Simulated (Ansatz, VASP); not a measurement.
## TaN: VASP beside Ansatz

File INCAR:

```
SYSTEM = TaN
PREC = Accurate ; ENCUT = 700
EDIFF = 1E-6 ; ISMEAR = 0
SIGMA = 0.15 ; LREAL = .False.
LASPH = .True. ; NELM = 120
ALGO = Normal ; ISIF = 2
LWAVE = .False. ; LCHARG = .False.
GGA = PS ; NBANDS = 16
GGA_COMPAT = .False.
```

Contents of KPOINTS:

```
regular mesh
0
Gamma
  18 18 18
  0 0 0
```

File POSCAR:

```
TaN
1.0
    0.0000000000      2.1874436400      2.2165366404
    2.1874436400      0.0000000000      2.2165366404
    2.1874436400      2.1874436400      0.0000000000
Ta N
1 1
Direct
    0.5000000000      0.5000000000      0.5000000000
    0.0000000000      0.0000000000      0.0000000000
```

Input for Ansatz:

```yaml
crystal:
  lattice:
    - [0.0, 2.18744364, 2.2165366404]
    - [2.18744364, 0.0, 2.2165366404]
    - [2.18744364, 2.18744364, 0.0]
  atoms:
    - { symbol: Ta, position: [0.5, 0.5, 0.5] }
    - { symbol: "N", position: [0.0, 0.0, 0.0] }
basis:
  ecutwfc: 520.0
kpoints:
  mp_grid: { grid: [18, 18, 18] }
hamiltonian:
  xc: pbesol
  pseudopotentials: { kind: paw, azcp: { folder: soft_1 } }
scf:
  occupations: { method: gaussian, width: 0.15 }
output:
  forces: true
  stress: true
  eigenvalues: true
```

Change from the starting cell: engineering shear strain xz +0.0000, normal strain along z +0.0133.

Alike in both runs: task single point; functional PBEsol; k mesh 18 × 18 × 18; occupations gaussian, width 0.15 eV; no spin polarisation.

|  | VASP | Ansatz |
| --- | --- | --- |
| version | VASP 6.6.1 | Ansatz 0.2.0 |
| potentials or method | VASP PAW PBE potentials, release 64 (Ta_sv_GW, N), cutoff 700 eV | scalar-relativistic, plane waves, PAW |
| valence electrons in the cell | 18 | 18 |

```csv
,VASP,Ansatz,Ansatz less VASP
gap on the k mesh at the Fermi level (eV),none,none,-
pressure (GPa),-4.3,-4.5,-0.22
"traceless stress, the component that is largest in VASP (GPa)",-5.16,-5.14,+0.021
```

VASP's potentials were made for PBE, not for PBEsol, and Ansatz warns of the same on its side. A gap of «none» marks a metal or a gap that the smearing closes.

Spin-orbit coupling is off throughout.
